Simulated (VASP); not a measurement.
Here is a VASP 6.6.1 calculation.

The input INCAR:

```
SYSTEM = AlN
  PREC = Accurate
  ENCUT = 520
  EDIFF = 1E-6
  ISMEAR = 0
  SIGMA = 0.05
  LREAL = .False.
  LASPH = .True.
  NELM = 80
  ALGO = Normal
  ISIF = 2
  LWAVE = .False.
  LCHARG = .True.
  GGA = PS
  LELF = .True.
  LVHAR = .True.
  NBANDS = 11
```

Contents of KPOINTS:

```
Automatic mesh
0
Gamma
  10 10 10
  0 0 0
```

POSCAR

```
AlN
1.0
    0.0000000000      2.1839935596      2.1839935596
    2.1839935596      0.0000000000      2.1839935596
    2.1839935596      2.1839935596      0.0000000000
Al N
1 1
Direct
    0.0000000000      0.0000000000      0.0000000000
    0.7500000000      0.7500000000      0.7500000000
```

Potentials or basis: VASP PAW PBE potentials, release 64 (Al, N).

Command:

```bash
$ cat potpaw_PBE.64/Al/POTCAR potpaw_PBE.64/N/POTCAR > POTCAR
$ mpirun -np 1 vasp_std > vasp.out
```

(1) Predict the band gap on the k mesh.

(2) Predict the pressure.

Answers

(1) 3.19 eV, indirect (least direct gap 4.13 eV).

(2) 1.3 GPa.

Caveat: the PAW data sets were made with another functional, which shifts forces and pressure a little.
